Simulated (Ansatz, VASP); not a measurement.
**One calculation of TiIn4, two programs**

```
Ti In
1.0
     4.87127    0.00000    0.00000
    -2.43563    4.21864    0.00000
     0.00000    0.00000    6.36658
Ti In
1 4
Direct
  0.00000 0.00000 0.00000
  0.33333 0.66667 0.25162
  0.66667 0.33333 0.25162
  0.66667 0.33333 0.74838
  0.33333 0.66667 0.74838
```

Alike in both runs: task single point; functional PBE; k mesh 6 × 6 × 4; occupations gaussian, width 0.1 eV; collinear spin.

```csv
,VASP,Ansatz
version,VASP 6.6.1,Ansatz 0.2.0
potentials or method,"VASP PAW PBE potentials, release 64 (Ti_sv, In_d), cutoff 520 eV","scalar-relativistic, plane waves, PAW"
valence electrons in the cell,64,64
```

VASP gave:

* gap on the k mesh at the Fermi level (eV): none
* pressure (GPa): 0.5
* traceless stress, the component that is largest in VASP (GPa): -0.64
* net moment per atom (μB): 0.26
* size of the moment on the site where the two differ most (μB): 1.01

Question: What did Ansatz give for the same quantities?

Answer: gap on the k mesh at the Fermi level (eV): none; pressure (GPa): 0.5; traceless stress, the component that is largest in VASP (GPa): -0.63; net moment per atom (μB): 0.25; size of the moment on the site where the two differ most (μB): 1.13.

Site moments also hang on the region over which each program counts them. A gap of «none» marks a metal or a gap that the smearing closes. The functional is the same, so the differences come from potentials, cutoffs and numerics.
